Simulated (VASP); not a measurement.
A run of VASP 6.6.1 is set up as follows.

Contents of INCAR:

```
ALGO = Normal ; EDIFF = 1E-7
ENCUT = 520 ; ISIF = 2
ISMEAR = 0 ; LASPH = T
LCHARG = F ; LREAL = F
LWAVE = F ; NBANDS = 16
NELM = 100 ; PREC = Accurate
SIGMA = 0.1
```

KPOINTS

```
k-points
0
Gamma
  12 12 12
```

Contents of POSCAR:

```
GaAs
1.0
    0.0000000000      2.8016907946      2.8016907946
    2.8016907946      0.0000000000      2.8016907946
    2.8016907946      2.8016907946      0.0000000000
Ga As
1 1
Direct
    0.0000000000      0.0000000000      0.0000000000
    0.7500000000      0.7500000000      0.7500000000
```

Potentials or basis: VASP PAW LDA potentials, release 64 (Ga_d, As).

Run with:

```console
$ cat potpaw_LDA.64/Ga_d/POTCAR potpaw_LDA.64/As/POTCAR > POTCAR
$ mpirun -np 1 vasp_std > vasp.out
```

Task: Predict the band gap on the k mesh.

Result: 0.54 eV, direct.

Task: What does it give for the pressure?

Result: 0.3 GPa.

A k mesh can miss the band edges. A hybrid or GW would open this gap; LDA tends to underestimate it.
